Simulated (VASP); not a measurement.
A run of VASP 6.6.1:

INCAR

```
PREC = Accurate
ENCUT = 400
EDIFF = 1E-8
ISMEAR = -1
SIGMA = 0.02
LREAL = F
LASPH = T
NELM = 120
ALGO = Normal
ISIF = 2
LWAVE = F
LCHARG = F
GGA = CA
LEFG = T
NBANDS = 47
GGA_COMPAT = F
```

The input KPOINTS:

```
Automatic mesh
0
Gamma
  5 5 5
```

POSCAR

```
Cs2SnI6
1.0
    0.0000000000      5.8150000000      5.8150000000
    5.8150000000      0.0000000000      5.8150000000
    5.8150000000      5.8150000000      0.0000000000
Cs Sn I
2 1 6
Direct
    0.2500000000      0.2500000000      0.2500000000
    0.7500000000      0.7500000000      0.7500000000
    0.0000000000      0.0000000000      0.0000000000
    0.7512468974      0.2487531026      0.2487531026
    0.2487531026      0.7512468974      0.2487531026
    0.2487531026      0.7512468974      0.7512468974
    0.7512468974      0.2487531026      0.7512468974
    0.2487531026      0.2487531026      0.7512468974
    0.7512468974      0.7512468974      0.2487531026
```

Potentials or basis: VASP PAW LDA potentials, release 64 (Cs_sv, Sn_d, I).

Run with:

```console
$ cat potpaw_LDA.64/Cs_sv/POTCAR potpaw_LDA.64/Sn_d/POTCAR potpaw_LDA.64/I/POTCAR > POTCAR
$ mpirun -np 1 vasp_std > vasp.out
```

Hardware: 1 thread of Intel(R) Xeon(R) Platinum 8488C (Sapphire Rapids), on a shared host.

Estimate the wall time of this run.

Wall time 2.1 min on 1 thread of Intel(R) Xeon(R) Platinum 8488C (Sapphire Rapids) (shared host), peak memory 0.37 GiB. Counts: scf iterations 16, k points 10.
